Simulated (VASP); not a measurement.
Wanted: the native input for a VASP 6.6.1 run.

| Quantity | Value |
| --- | --- |
| Task | single point |
| Functional | PBE |
| Potentials or basis | VASP PAW PBE potentials, release 64 (Be, Zn, O) |
| Cutoff | 600 eV |
| k mesh | 3 × 3 × 3 |
| Occupations | gaussian, width 0.15 eV |
| Spin | no spin polarisation |
| Dipole correction | no |
| Further INCAR settings | ALGO = Normal; EDIFF = 1e-06; NBANDS = 31 |

The structure of BeZn2O3 lies in POSCAR:

```
BeZn2O3
1.0
    6.4085088392      0.0000000000      0.0000000000
   -3.2042544196      5.5499314551      0.0000000000
    0.0000000000      0.0000000000      2.5319709137
Be Zn O
1 2 3
Direct
    0.0000000000      0.0000000000      0.5000000000
    0.3333333333      0.6666666667      0.0000000000
    0.6666666667      0.3333333333      0.0000000000
    0.5000000000      0.0000000000      0.0000000000
    0.0000000000      0.5000000000      0.0000000000
    0.5000000000      0.5000000000      0.0000000000
```

One way to write it, as run:

INCAR

```
SYSTEM = BeZn2O3
PREC = Accurate
ENCUT = 600
EDIFF = 1E-6
ISMEAR = 0
SIGMA = 0.15
LREAL = .FALSE.
LASPH = .TRUE.
NELM = 120
ALGO = Normal
ISIF = 2
LWAVE = .FALSE.
LCHARG = .FALSE.
GGA = PE
NBANDS = 31
GGA_COMPAT = .FALSE.
```

KPOINTS

```
regular mesh
0
G
  3 3 3
  0 0 0
```

Potentials or basis: VASP PAW PBE potentials, release 64 (Be, Zn, O).

The run is started by

```console
$ cat potpaw_PBE.64/Be/POTCAR potpaw_PBE.64/Zn/POTCAR potpaw_PBE.64/O/POTCAR > POTCAR
$ mpirun -np 1 vasp_std > vasp.out
```

It gave:

```yaml
Pressure: 0.7 GPa
Band_gap_on_the_k_mesh: zero (band 22 reaches 0.34 eV, above the bottom of band 23 at -0.36 eV)
```

Caveat: the k points lie up to 0.83 Å⁻¹ apart.

It took 46 s on 1 thread of AMD EPYC 7R43 64-Core Processor (Zen 3) (shared host), peak memory 0.2 GiB.
